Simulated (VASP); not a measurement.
Input of a VASP 6.6.1 run:

Contents of INCAR:

```
SYSTEM = Si2W
PREC     = Accurate       ! precision mode
ENCUT    = 520            ! plane-wave cutoff, eV
EDIFF    = 1E-6           ! SCF threshold, eV
ISMEAR   = -1             ! smearing method
SIGMA    = 0.05           ! smearing width, eV
LREAL    = .False.        ! projectors in reciprocal space
LASPH    = .True.         ! aspherical terms in the spheres
NELM     = 60             ! most SCF steps
ALGO     = Normal         ! electronic algorithm
ISIF     = 2              ! what is computed and relaxed
LWAVE    = .False.        ! write WAVECAR
LCHARG   = .True.         ! write CHGCAR
GGA      = PE             ! functional
LELF     = .True.         ! ELF
LVHAR    = .True.       
NBANDS   = 18             ! bands
```

KPOINTS

```
Automatic mesh
0
Gamma
  9 9 7
  0 0 0
```

The input POSCAR:

```
Si2W
1.0
    4.3205272327      0.0000000000      0.0000000000
   -2.1602636163      3.7416863412      0.0000000000
    0.0000000000      0.0000000000      2.6122082610
W Si
1 2
Direct
    0.0000000000      0.0000000000      0.0000000000
    0.3333333333      0.6666666667      0.5000000000
    0.6666666667      0.3333333333      0.5000000000
```

Potentials or basis: VASP PAW PBE potentials, release 64 (W_sv, Si).

Command:

```bash
$ cat potpaw_PBE.64/W_sv/POTCAR potpaw_PBE.64/Si/POTCAR > POTCAR
$ mpirun -np 1 vasp_std > vasp.out
```

Q: Estimate the band gap on the k mesh.

A: Zero (band 11 reaches 13.45 eV, above the bottom of band 12 at 11.10 eV).

Q: Estimate the pressure.

A: 0.1 GPa.

Stress tensor (GPa, compression positive):
```
0.07 0.00 0.00
0.00 0.07 0.00
0.00 0.00 0.25
```

Caveat: spin-orbit coupling is left out, which moves the levels of the heavy elements.
